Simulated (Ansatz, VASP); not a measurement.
## BaTiO3: VASP beside Ansatz

```
Ba Ti O
1.0
     3.86025    0.00000    0.00000
     0.00000    3.86025    0.00000
     0.00000    0.00000    3.86031
Ba Ti O
1 1 3
Direct
  0.50000 0.50000 0.57201
  0.00000 0.00000 0.07201
  0.00000 0.50000 0.07199
  0.50000 0.00000 0.07199
  0.00000 0.00000 0.57199
```

Alike in both runs: task single point; functional r2SCAN; k mesh 6 × 6 × 6; occupations gaussian, width 0.02 eV; no spin polarisation; Hubbard terms Ti d U = 4.0 eV.

```csv
,VASP,Ansatz
version,VASP 6.6.1,Ansatz 0.2.0
potentials or method,"VASP PAW PBE potentials, release 64 (Ba_sv, Ti_sv, O), cutoff 520 eV","scalar-relativistic, plane waves, PAW"
valence electrons in the cell,40,40
```

VASP gave:

```
gap on the k mesh at the Fermi level (eV) : 2.95
least direct gap on the mesh (eV)         : 3.02
```

Estimate Ansatz's values.

gap on the k mesh at the Fermi level (eV): 2.98; least direct gap on the mesh (eV): 2.99.

VASP's potentials were made for PBE, not for r2SCAN. The programs project onto different local orbitals, so the same U acts differently, and such runs can settle in different states.

Neither program's run includes spin-orbit coupling.
